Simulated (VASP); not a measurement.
Wanted: the native input for a VASP 6.6.1 run.

```yaml
Task: single point
Functional: PBE
Potentials_or_basis: VASP PAW PBE potentials, release 64 (C, N)
Cutoff: 520 eV
k_mesh: 12 × 12 × 6
Occupations: gaussian, width 0.1 eV
Spin: no spin polarisation
Dipole_correction: no
Further_INCAR_settings: ALGO = Normal; EDIFF = 1e-06; NBANDS = 27
```

The structure of C3N lies in POSCAR:

```
C3N
1.0
    3.7102413317      0.0000000000      0.0000000000
   -1.8551206659      3.2131632475      0.0000000000
    0.0000000000      0.0000000000      6.3910058009
C N
6 2
Direct
    0.7603817915      0.0000000000      0.7500000000
    0.7603817915      0.7603817915      0.2500000000
    0.2396182085      0.0000000000      0.2500000000
    0.2396182085      0.2396182085      0.7500000000
    0.0000000000      0.7603817915      0.7500000000
    0.0000000000      0.2396182085      0.2500000000
    0.0000000000      0.0000000000      0.5000000000
    0.0000000000      0.0000000000      0.0000000000
```

The cell was generated, and may not be a known phase.

The input as run:

INCAR

```
PREC     = Accurate       # precision mode
ENCUT    = 520            # plane-wave cutoff, eV
EDIFF    = 1E-6           # SCF threshold, eV
ISMEAR   = 0              # smearing method
SIGMA    = 0.1            # smearing width, eV
LREAL    = F              # projectors in reciprocal space
LASPH    = T              # aspherical terms in the spheres
NELM     = 100            # most SCF steps
ALGO     = Normal         # electronic algorithm
ISIF     = 2              # what is computed and relaxed
LWAVE    = F              # write WAVECAR
LCHARG   = T              # write CHGCAR
GGA      = PE             # functional
LELF     = T              # ELF
LVHAR    = T            
NBANDS   = 27             # bands
```

KPOINTS

```
Automatic mesh
0
Gamma
  12 12 6
```

Potentials or basis: VASP PAW PBE potentials, release 64 (C, N).

Launch:

```console
$ cat potpaw_PBE.64/C/POTCAR potpaw_PBE.64/N/POTCAR > POTCAR
$ mpirun -np 1 vasp_std > vasp.out
```

It gave:

```yaml
Pressure: 0.3 GPa
Largest_force: 0.105 eV/Å
Band_gap_on_the_k_mesh: zero (bands 17 and 18 overlap by 2.26 eV)
```

Run time: 98 s on 1 thread of Oxide Virtual Turin-like Processor (shared host), peak memory 0.22 GiB.
